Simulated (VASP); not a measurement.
# CaHfH6 (Fm-3m) in VASP: notebook

The runs below take CaHfH6 through relaxation of cell and atoms, with PBE.

Everything below comes from runs of VASP 6.6.1. Logs are shortened: lines on timing, memory, paths and dates and some standing lists are left out, and cuts for length are marked.

### 1 The cell of the first run

It takes space group Fm-3m (No. 225, cubic). Conventional cell: a = 8.676 Å, b = 8.676 Å, c = 8.676 Å, α = 90.00°, β = 90.00°, γ = 90.00°. Within 2.9 Å of Ca (site symmetry m-3m) lie 6 H at 2.22 Å. Hf (site symmetry m-3m) has 6 H at 2.12 Å within 2.8 Å. H (site symmetry 4mm) has 1 Hf at 2.12 Å and 1 Ca at 2.22 Å within 2.8 Å.

### 2 Relaxation of cell and atoms, PBE

The input, INCAR:

```
SYSTEM = CaHfH6
PREC = Accurate ; ENCUT = 600
EDIFF = 1E-6 ; ISMEAR = 0
SIGMA = 0.1 ; LREAL = .FALSE.
LASPH = .TRUE. ; NELM = 80
ALGO = Normal ; ISIF = 3
LWAVE = .FALSE. ; LCHARG = .FALSE.
GGA = PE ; IBRION = 2
NSW = 90 ; EDIFFG = -0.04
```

The input, KPOINTS:

```
Automatic mesh
0
G
  4 4 4
  0 0 0
```

The input, POSCAR:

```
CaHfH6
1.0
    0.0000000000      4.3381474300      4.3381474300
    4.3381474300      0.0000000000      4.3381474300
    4.3381474300      4.3381474300      0.0000000000
Ca Hf H
1 1 6
Direct
    0.0000000000      0.0000000000      0.0000000000
    0.5000000000      0.5000000000      0.5000000000
    0.7445229000      0.2554771000      0.2554771000
    0.2554771000      0.7445229000      0.2554771000
    0.2554771000      0.2554771000      0.7445229000
    0.2554771000      0.7445229000      0.7445229000
    0.7445229000      0.2554771000      0.7445229000
    0.7445229000      0.7445229000      0.2554771000
```

Potentials or basis: VASP PAW PBE potentials, release 64 (Ca_sv, Hf_pv, H).

The run is started by

```
cat potpaw_PBE.64/Ca_sv/POTCAR potpaw_PBE.64/Hf_pv/POTCAR potpaw_PBE.64/H/POTCAR > POTCAR
mpirun -np 1 vasp_std > vasp.out
```

OUTCAR:

```text
SYSTEM = CaHfH6
   PREC = Accurate
   ENCUT = 600
   EDIFF = 1E-6
   ISMEAR = 0
   LREAL = .FALSE.
   LASPH = .TRUE.
   NELM = 80
   ISIF = 3
   GGA = PE
   IBRION = 2
   NSW = 90
   EDIFFG = -0.04

 ion  position               nearest neighbor table
   1  0.000  0.000  0.000-
   2  0.500  0.500  0.500-   3 2.12   4 2.12   5 2.12   6 2.12   7 2.12   8 2.12
   3  0.745  0.255  0.255-   2 2.12
   4  0.255  0.745  0.255-   2 2.12
   5  0.255  0.255  0.745-   2 2.12
   6  0.255  0.745  0.745-   2 2.12
   7  0.745  0.255  0.745-   2 2.12
   8  0.745  0.745  0.255-   2 2.12

  LATTYP: Found a face centered cubic cell.
 ALAT       =     8.6762948600

  Lattice vectors:

 A1 = (   0.0000000000,   4.3381474300,   4.3381474300)
 A2 = (   4.3381474300,   0.0000000000,   4.3381474300)
 A3 = (   4.3381474300,   4.3381474300,   0.0000000000)

Analysis of symmetry for initial positions (statically):
=====================================================================
 Subroutine PRICEL returns:
 Original cell was already a primitive cell.

 Routine SETGRP: Setting up the symmetry group for a
 face centered cubic supercell.

 Subroutine GETGRP returns: Found 48 space group operations
 (whereof 48 operations were pure point group operations)
 out of a pool of 48 trial point group operations.

The static configuration has the point symmetry O_h .

Analysis of symmetry for dynamics (positions and initial velocities):
=====================================================================
 Subroutine PRICEL returns:
 Original cell was already a primitive cell.

 Routine SETGRP: Setting up the symmetry group for a
 face centered cubic supercell.

 Subroutine GETGRP returns: Found 48 space group operations
 (whereof 48 operations were pure point group operations)
 out of a pool of 48 trial point group operations.

The dynamic configuration has the point symmetry O_h .

 Subroutine INISYM returns: Found 48 space group operations
 (whereof 48 operations are pure point group operations),
 and found     1 'primitive' translations

----------------------------------------------------------------------------------------

                                     Primitive cell

  volume of cell :     163.2837

  direct lattice vectors                    reciprocal lattice vectors
     0.000000000  4.338147430  4.338147430    -0.115256572  0.115256572  0.115256572
     4.338147430  0.000000000  4.338147430     0.115256572 -0.115256572  0.115256572
     4.338147430  4.338147430  0.000000000     0.115256572  0.115256572 -0.115256572

  length of vectors
     6.135066931  6.135066931  6.135066931     0.199630238  0.199630238  0.199630238

  position of ions in fractional coordinates (direct lattice)
     0.000000000  0.000000000  0.000000000
     0.500000000  0.500000000  0.500000000
     0.744522900  0.255477100  0.255477100
     0.255477100  0.744522900  0.255477100
     0.255477100  0.255477100  0.744522900
     0.255477100  0.744522900  0.744522900
     0.744522900  0.255477100  0.744522900
     0.744522900  0.744522900  0.255477100

  ion indices of the primitive-cell ions
   primitive index   ion index
                 1           1
                 2           2
                 3           3
                 4           4
                 5           5
                 6           6
                 7           7
                 8           8

----------------------------------------------------------------------------------------

 KPOINTS: Automatic mesh

Automatic generation of k-mesh.
 Grid dimensions read from file:
 generate k-points for:    4    4    4

 Generating k-lattice:

  Cartesian coordinates                     Fractional coordinates (reciprocal lattice)
    -0.028814143  0.028814143  0.028814143     0.250000000  0.000000000  0.000000000
     0.028814143 -0.028814143  0.028814143     0.000000000  0.250000000  0.000000000
     0.028814143  0.028814143 -0.028814143     0.000000000  0.000000000  0.250000000

  Length of vectors
     0.049907559  0.049907559  0.049907559

  Shift w.r.t. Gamma in fractional coordinates (k-lattice)
     0.000000000  0.000000000  0.000000000

 Subroutine IBZKPT returns following result:
 ===========================================

 Found      8 irreducible k-points:

 Following reciprocal coordinates:
            Coordinates               Weight
  0.000000  0.000000  0.000000      1.000000
  0.250000  0.000000  0.000000      8.000000
  0.500000  0.000000  0.000000      4.000000
  0.250000  0.250000  0.000000      6.000000
  0.500000  0.250000  0.000000     24.000000
 -0.250000  0.250000  0.000000     12.000000
  0.500000  0.500000  0.000000      3.000000
 -0.250000  0.500000  0.250000      6.000000
   k-points           NKPTS =      8   k-points in BZ     NKDIM =      8   number of bands    NBANDS=     18
   number of dos      NEDOS =    301   number of ions     NIONS =      8
   total plane-waves  NPLWV = 125000
   dimension x,y,z NGX =    50 NGY =   50 NGZ =   50
   dimension x,y,z NGXF=   100 NGYF=  100 NGZF=  100
   ions per type =               1   1   6
   NGX,Y,Z   is equivalent  to a cutoff of  13.55, 13.55, 13.55 a.u.
   NGXF,Y,Z  is equivalent  to a cutoff of  27.10, 27.10, 27.10 a.u.
 SYSTEM =  CaHfH6
   PREC   = accura    normal or accurate (medium, high low for compatibility)
   ISTART =      0    job   : 0-new  1-cont  2-samecut
   ICHARG =      2    charge: 1-file 2-atom 10-const
   ISPIN  =      1    spin polarized calculation?
   LNONCOLLINEAR =      F non collinear calculations
   LSORBIT =      F    spin-orbit coupling
   LASPH  =      T    aspherical Exc in radial PAW
   ENCUT  =  600.0 eV  44.10 Ry    6.64 a.u.  12.25 12.25 12.25*2*pi/ulx,y,z
   NELM   =     80;   NELMIN=  2; NELMDL= -5     # of ELM steps
   EDIFF  = 0.1E-05   stopping-criterion for ELM
   LREAL  =      F    real-space projection
   EDIFFG = -.4E-01   stopping-criterion for IOM
   NSW    =     90    number of steps for IOM
   IBRION =      2    ionic relax: 0-MD 1-quasi-New 2-CG
   NFREE  =      1    steps in history (QN), initial steepest desc. (CG)
   ISIF   =      3    stress and relaxation
   ISYM   =      2    0-nonsym 1-usesym 2-fastsym
   POTIM  = 0.5000    time-step for ionic-motion
   TEBEG  =    0.0;   TEEND  =   0.0 temperature during run
   PSTRESS=    0.0 pullay stress
   NELECT =      26.0000    total number of electrons
   NUPDOWN=      -1.0000    fix difference up-down
   EMIN   =  10.00;   EMAX   =-10.00  energy-range for DOS
   EFERMI =   0.00;   METHOD = LEGACY
   ISMEAR =     0;   SIGMA  =   0.10  broadening in eV -4-tet -1-fermi 0-gaus
   EFERMI_NEDOS =   21; number of points for ismear=-14 and -15
   IALGO  =     38    algorithm
   IMIX   =      4    mixing-type and parameters
     AMIX     =   0.40;   BMIX     =  1.00
     AMIX_MAG =   1.60;   BMIX_MAG =  1.00
  volume/ion in A,a.u.               =      20.41       137.74
  Fermi-wavevector in a.u.,A,eV,Ry     =   0.887330  1.676810 10.712599  0.787354
  Thomas-Fermi vector in A             =   2.008614
   LORBIT       =      0    0 simple, 1 ext, 2 COOP (PROOUT), +10 PAW based schemes
   GGA     = PE    functional components
   LHFCALC =     F    Hartree Fock is set to
   AEXX    =    0.0000 exact exchange contribution
   IVDW    =     0    specifies the selected vdW correction
   LEPSILON=     F    determine dielectric tensor
   LRPA    =     F    only Hartree local field effects (RPA)
 conjugate gradient relaxation of ions
 non-spin polarized calculation
 Gauss-broadening in eV      SIGMA  =   0.10
  energy-cutoff  :      600.00
  volume of cell :      163.28
 maximum number of plane-waves:      5577
 NGX is ok and might be reduce to    50
   NGX = 25   NGY = 25   NGZ = 25

--------------------------------------- Ionic step        1  -------------------------------------------

 number of electron      26.0000000 magnetization

 Free energy of the ion-electron system (eV)
  ---------------------------------------------------
  ext. energy  EPLUGINS =         0.00000000
  ---------------------------------------------------
  free energy    TOTEN  =       -31.74146801 eV

  energy without entropy =      -31.74146801  energy(sigma->0) =      -31.74146801

------------------------ aborting loop because EDIFF is reached ----------------------------------------

  FORCE on cell =-STRESS in cart. coord.  units (eV):
  Direction    XX          YY          ZZ          XY          YZ          ZX
  --------------------------------------------------------------------------------------
  -------------------------------------------------------------------------------------
  Total       -5.4075368     -5.4075368     -5.4075368      0.0000000     -0.0000000      0.0000000
  in kB      -53.0599884    -53.0599884    -53.0599884      0.0000000     -0.0000000      0.0000000
  external PRESSURE =     -53.0599884 kB  Pullay stress =       0.0000000 kB

 VOLUME and BASIS-vectors are now :
 -----------------------------------------------------------------------------
  energy-cutoff  :      600.00
  volume of cell :      163.28
      direct lattice vectors                 reciprocal lattice vectors
     0.000000000  4.338147430  4.338147430    -0.115256572  0.115256572  0.115256572
     4.338147430  0.000000000  4.338147430     0.115256572 -0.115256572  0.115256572
     4.338147430  4.338147430  0.000000000     0.115256572  0.115256572 -0.115256572
[... 43 lines left out ...]
 POSITION                                       TOTAL-FORCE (eV/Angst)
 -----------------------------------------------------------------------------------
      4.19668      8.39337      4.19668        -0.000000     -0.000000     -0.000000
      4.19668      4.19668      4.19668        -0.000000      0.000000     -0.000000
      2.20161      4.19668      4.19668         0.509690      0.000000     -0.000000
      4.19668      2.20161      4.19668        -0.000000      0.509690     -0.000000
      4.19668      4.19668      2.20161        -0.000000      0.000000      0.509690
      6.19176      4.19668      4.19668        -0.509690      0.000000     -0.000000
      4.19668      6.19176      4.19668        -0.000000     -0.509690     -0.000000
      4.19668      4.19668      6.19176        -0.000000      0.000000     -0.509690
 -----------------------------------------------------------------------------------
    total drift:                                0.000000      0.000000     -0.000000

  FREE ENERGIE OF THE ION-ELECTRON SYSTEM (eV)
  ---------------------------------------------------
  free  energy   TOTEN  =       -32.4284878897 eV

  energy  without entropy=      -32.4284878896  energy(sigma->0) =      -32.42848789

--------------------------------------- Ionic step        3  -------------------------------------------

 number of electron      26.0000002 magnetization

 Free energy of the ion-electron system (eV)
  ---------------------------------------------------
  ext. energy  EPLUGINS =         0.00000000
  ---------------------------------------------------
  free energy    TOTEN  =       -32.51904154 eV

  energy without entropy =      -32.51904154  energy(sigma->0) =      -32.51904154

 E-fermi :  -2.0328     XC(G=0):  -6.7459

 val. band max:       -2.5556010967   @ k =   0.0000   0.0000   0.0000
 cond. band min:      -0.1216973983   @ k =   0.5000   0.5000   0.0000
 fundamental gap:      2.4339036984
 Fermi energy:        -2.0327797470

 k-point     1 :       0.0000    0.0000    0.0000
  band No.  band energies     occupation
      1     -41.2870      2.00000
      2     -32.6228      2.00000
      3     -32.6228      2.00000
      4     -32.6228      2.00000
      5     -22.3022      2.00000
      6     -22.3022      2.00000
[... 10 lines left out ...]
     17       3.2103      0.00000
     18       3.2103      0.00000
[... 167 lines left out ...]
 POSITION                                       TOTAL-FORCE (eV/Angst)
 -----------------------------------------------------------------------------------
      0.00000     -0.00000      0.00000        -0.000000     -0.000000     -0.000000
      4.12874      4.12874      4.12874         0.000000     -0.000000      0.000000
      2.19394      4.12874      4.12874         0.025121      0.000000      0.000000
      4.12874      2.19394      4.12874         0.000000      0.025121      0.000000
      4.12874      4.12874      2.19394         0.000000      0.000000      0.025121
      6.06353      4.12874      4.12874        -0.025121      0.000000     -0.000000
      4.12874      6.06353      4.12874         0.000000     -0.025121     -0.000000
      4.12874      4.12874      6.06353         0.000000      0.000000     -0.025121
 -----------------------------------------------------------------------------------
    total drift:                                0.000000      0.000000      0.000000

  FREE ENERGIE OF THE ION-ELECTRON SYSTEM (eV)
  ---------------------------------------------------
  free  energy   TOTEN  =       -32.5190415373 eV

  energy  without entropy=      -32.5190415373  energy(sigma->0) =      -32.51904154

 reached required accuracy - stopping structural energy minimisation
```

It took 2.6 min on 1 thread of Intel Xeon 6975P-C, shared host; peak memory 0.39 GiB.

What came out:

```
Free energy                            : -32.5190 eV
Relaxed volume                         : 17.60 Å³/atom
Relaxed cell                           : a = 5.839 Å, b = 5.839 Å, c = 5.839 Å, α = 60.00°, β = 60.00°, γ = 60.00°
Space group after relaxing (to 0.05 Å) : Fm-3m (No. 225)
Energy gained by relaxing              : 97.2 meV/atom
Ionic steps                            : 3
Pressure after relaxing                : 0.2 GPa
Largest force after relaxing           : 0.025 eV/Å
Band gap on the k mesh                 : 2.43 eV, indirect (least direct gap 2.73 eV)
```

Forces on the atoms (eV/Å):
```
Ca   0.000  0.000  0.000
Hf   0.000  0.000  0.000
H    0.025  0.000  0.000
H    0.000  0.025  0.000
H    0.000  0.000  0.025
H   -0.025  0.000  0.000
H    0.000 -0.025  0.000
H    0.000  0.000 -0.025
```

The path:
```csv
step,energy change (eV),largest force (eV/Å),pressure (GPa),volume (Å³)
1,0.0000,1.2276,-5.31,163.28
2,-0.6870,0.5097,-2.09,147.83
3,-0.7776,0.0251,0.21,140.76
```

Final structure:
```xyz
8
Lattice="0.0000 4.1287 4.1287 4.1287 0.0000 4.1287 4.1287 4.1287 0.0000" Properties=species:S:1:pos:R:3 pbc="T T T"
Ca    0.0000    0.0000    0.0000
Hf    4.1287    4.1287    4.1287
H     2.1939    4.1287    4.1287
H     4.1287    2.1939    4.1287
H     4.1287    4.1287    2.1939
H     6.0635    4.1287    4.1287
H     4.1287    6.0635    4.1287
H     4.1287    4.1287    6.0635
```

Caveat: spin-orbit coupling is left out, which moves the levels of the heavy elements.

### 3 Relaxation of cell and atoms, PBE

This run uses another cell than the first one, of 17.84 Å³/atom, 0.874 times its volume.

The input, INCAR:

```
SYSTEM = CaHfH6
  PREC = Accurate
  ENCUT = 600
  EDIFF = 1E-6
  ISMEAR = 0
  SIGMA = 0.02
  LREAL = .FALSE.
  LASPH = .TRUE.
  NELM = 100
  ALGO = Normal
  ISIF = 3
  LWAVE = .FALSE.
  LCHARG = .FALSE.
  GGA = PE
  IBRION = 2
  NSW = 100
  EDIFFG = -0.01
```

The input, KPOINTS:

```
regular mesh
0
G
  6 6 6
  0 0 0
```

The input, POSCAR:

```
CaHfH6
1.0
    0.0000000000      4.1480530060      4.1480530060
    4.1480530060      0.0000000000      4.1480530060
    4.1480530060      4.1480530060      0.0000000000
Ca Hf H
1 1 6
Direct
    0.0000000000      0.0000000000      0.0000000000
    0.5000000000      0.5000000000      0.5000000000
    0.7338631923      0.2661368077      0.2661368077
    0.2661368077      0.7338631923      0.2661368077
    0.2661368077      0.2661368077      0.7338631923
    0.2661368077      0.7338631923      0.7338631923
    0.7338631923      0.2661368077      0.7338631923
    0.7338631923      0.7338631923      0.2661368077
```

Potentials or basis: VASP PAW PBE potentials, release 64 (Ca_sv, Hf_pv, H).

The run is started by

```
cat potpaw_PBE.64/Ca_sv/POTCAR potpaw_PBE.64/Hf_pv/POTCAR potpaw_PBE.64/H/POTCAR > POTCAR
mpirun -np 1 vasp_std > vasp.out
```

Wall time 2.2 min (1 thread of Intel Xeon 6975P-C, shared host); peak memory 0.36 GiB.

It converged, with:

| Item | Value |
| --- | --- |
| Free energy | -32.5185 eV |
| Relaxed volume | 17.77 Å³/atom |
| Relaxed cell | a = 5.859 Å, b = 5.859 Å, c = 5.859 Å, α = 60.00°, β = 60.00°, γ = 60.00° |
| Space group after relaxing (to 0.05 Å) | Fm-3m (No. 225) |
| Energy gained by relaxing | 0.1 meV/atom |
| Ionic steps | 2 |
| Pressure after relaxing | -0.1 GPa |
| Band gap on the k mesh | 2.45 eV, indirect (least direct gap 2.74 eV) |

The path:
```csv
step,energy change (eV),largest force (eV/Å),pressure (GPa),volume (Å³)
1,0.0000,0.0314,-0.24,142.75
2,-0.0006,0.0013,-0.06,142.20
```

Final structure:
```
Ca Hf H
1.0
     0.00000    4.14272    4.14272
     4.14272    0.00000    4.14272
     4.14272    4.14272    0.00000
Ca Hf H
1 1 6
Direct
  0.00000 0.00000 0.00000
  0.50000 0.50000 0.50000
  0.73368 0.26632 0.26632
  0.26632 0.73368 0.26632
  0.26632 0.26632 0.73368
  0.26632 0.73368 0.73368
  0.73368 0.26632 0.73368
  0.73368 0.73368 0.26632
```

Levels at points of the mesh, in eV from the valence-band top:
| k point | band 11 | band 12 | band 13 | band 14 | band 15 | band 16 |
| --- | --- | --- | --- | --- | --- | --- |
| (0.00, 0.00, 0.00) | 0.00 | 0.00 | 0.00 | 2.74 | 2.74 | 2.74 |
| (0.50, 0.00, 0.00) | -1.59 | -0.38 | -0.38 | 2.91 | 3.13 | 3.13 |
| (0.50, 0.50, 0.00) | -0.70 | -0.31 | -0.31 | 2.45 | 3.33 | 3.33 |

Caveat: spin-orbit coupling is left out, which moves the levels of the heavy elements.
